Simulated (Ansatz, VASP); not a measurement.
**Ga3S in VASP and in Ansatz**

```
CELL_PARAMETERS angstrom
4.31066 0.00000 0.00000
0.00000 4.31066 0.00000
0.00000 0.00000 4.31066
ATOMIC_POSITIONS crystal
Ga 0.00000 0.50000 0.50000
Ga 0.50000 0.00000 0.50000
Ga 0.50000 0.50000 0.00000
S 0.00000 0.00000 0.00000
```

Alike in both runs: functional PBE; k mesh 12 × 12 × 12; occupations gaussian, width 0.1 eV; no spin polarisation.

Ansatz relaxed the structure, and its values are those at the end. VASP's run is a single point on that final structure, the one shown.

|  | VASP | Ansatz |
| --- | --- | --- |
| version | VASP 6.6.1 | Ansatz 0.2.0 |
| potentials or method | VASP PAW PBE potentials, release 64 (Ga_d, S), cutoff 520 eV | scalar-relativistic, plane waves, PAW |
| valence electrons in the cell | 45 | 45 |

```tsv
	VASP	Ansatz	Ansatz less VASP
gap on the k mesh at the Fermi level (eV)	none	none	-
pressure (GPa)	0.0	0.0	-0.04
```

A gap of «none» marks a metal or a gap that the smearing closes.
